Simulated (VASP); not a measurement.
Set up this calculation in VASP 6.6.1, as the native input.

- Task: single point
- Functional: PBE
- Potentials or basis: VASP PAW PBE potentials, release 64 (Ni)
- Cutoff: 520 eV
- k mesh: 8 × 13 × 10
- Occupations: fermi-dirac, width 0.05 eV
- Spin: collinear spin, ferromagnetic start
- Starting moments: [1.3, 1.3] μB
- Dipole correction: no
- Further INCAR settings: ALGO = Normal; EDIFF = 1e-07; NBANDS = 21; ISYM = 0

The structure of Ni lies in POSCAR:

```
Ni
1.0
   -1.7680500000     -3.5361000000     -1.7680500000
   -1.7680500000      0.0000000000     -1.7680500000
    1.7680500000      0.0000000000     -1.7680500000
Ni
2
Direct
    0.0000000000      0.0000000000      0.0000000000
    0.5000000000      0.0000000000      0.5000000000
```

These files were run (other wordings do the same):

INCAR

```
ALGO = Normal
EDIFF = 1E-7
ENCUT = 520
GGA = PE
ISIF = 2
ISMEAR = -1
ISPIN = 2
ISYM = 0
LASPH = True
LCHARG = False
LMAXMIX = 4
LORBIT = 11
LREAL = False
LWAVE = False
MAGMOM = 1.3 1.3
NBANDS = 21
NELM = 150
PREC = Accurate
SIGMA = 0.05
```

KPOINTS

```
k-points
0
Gamma
  8 13 10
```

Potentials or basis: VASP PAW PBE potentials, release 64 (Ni).

Run with:

```bash
$ cat potpaw_PBE.64/Ni/POTCAR > POTCAR
$ mpirun -np 1 vasp_std > vasp.out
```

Results of the run:

```json
{
  "Pressure": "-2.8 GPa",
  "Net moment": "1.31 μB per cell",
  "Site moments": "Ni +0.67 μB",
  "Valence electrons inside the program's atomic spheres": "Ni 9.28"
}
```

Wall time 13 min on 1 thread of AMD EPYC 7R13 (shared host), peak memory 0.38 GiB.
